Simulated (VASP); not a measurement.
Crystal: CuO (Tenorite).

```
Cu O
1.0
     2.29679   -1.67842    0.00000
     2.29679    1.67842    0.00000
    -0.84299    0.00000    4.95615
Cu O
2 2
Direct
  0.49680 0.00320 0.50000
  0.00320 0.49680 0.00000
  0.40560 0.57140 0.75370
  0.57140 0.40560 0.25370
```

Base run:

| Quantity | Value |
| --- | --- |
| Program | VASP 6.6.1 |
| Functional | RPBE |
| Potentials or basis | VASP PAW PBE potentials, release 64 (Cu_sv_GW, O) |
| Cutoff | 700 eV |
| k mesh | 10 × 10 × 5 |
| Occupations | fermi-dirac, width 0.05 eV |
| Spin | no spin polarisation |

Its results: band gap on the k mesh zero (band 25 reaches 7.02 eV, above the bottom of band 26 at 6.43 eV); pressure 21.8 GPa; largest force 0.993 eV/Å.

Question: The run is repeated on the same cell with these changes: functional from RPBE to PBEsol. What comes out?

Answer: Band gap on the k mesh zero (band 25 reaches 6.69 eV, above the bottom of band 26 at 6.09 eV); pressure 6.7 GPa; largest force 0.926 eV/Å.

PBEsol binds more tightly than RPBE, so the same cell stands under less pressure.

Caveats: the PAW data sets were made with another functional, which shifts forces and pressure a little; semilocal functionals often make such compounds metallic where correlation or magnetic order opens a gap, which also shifts bond lengths.
